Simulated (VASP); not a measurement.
Set up this calculation in VASP 6.6.1, as the native input.

```
Task                   : single point
Functional             : PBE
Potentials or basis    : VASP PAW PBE potentials, release 64 (Lu)
Cutoff                 : 520 eV
k mesh                 : 15 × 15 × 15
Occupations            : fermi-dirac, width 0.1 eV
Spin                   : no spin polarisation
Dipole correction      : no
Further INCAR settings : ALGO = Normal; EDIFF = 1e-07; NBANDS = 18
```

The structure of Lu lies in POSCAR:

```
Lu
1.0
    0.0000000000      2.4409205571      2.4409205571
    2.4409205571      0.0000000000      2.4409205571
    2.4409205571      2.4409205571      0.0000000000
Lu
1
Direct
    0.0000000000      0.0000000000      0.0000000000
```

This isn't the form of Lu at room conditions, which is hcp.

The input as run:

INCAR

```
SYSTEM = Lu
  PREC = Accurate
  ENCUT = 520
  EDIFF = 1E-7
  ISMEAR = -1
  SIGMA = 0.1
  LREAL = .False.
  LASPH = .True.
  NELM = 100
  ALGO = Normal
  ISIF = 2
  LWAVE = .False.
  LCHARG = .True.
  GGA = PE
  LELF = .True.
  LVHAR = .True.
  NBANDS = 18
```

KPOINTS

```
regular mesh
0
Gamma
  15 15 15
  0 0 0
```

Potentials or basis: VASP PAW PBE potentials, release 64 (Lu).

Run with:

```bash
$ cat potpaw_PBE.64/Lu/POTCAR > POTCAR
$ mpirun -np 1 vasp_std > vasp.out
```

It gave:

| Item | Value |
| --- | --- |
| Pressure | 0.1 GPa |
| Band gap on the k mesh | zero (an odd number of electrons rules out a gap without spin polarisation) |

Caveat: spin-orbit coupling is left out, which moves the levels of the heavy elements.

Wall time 3.6 min on 1 thread of Intel Xeon 8259CL (shared host), peak memory 0.22 GiB.
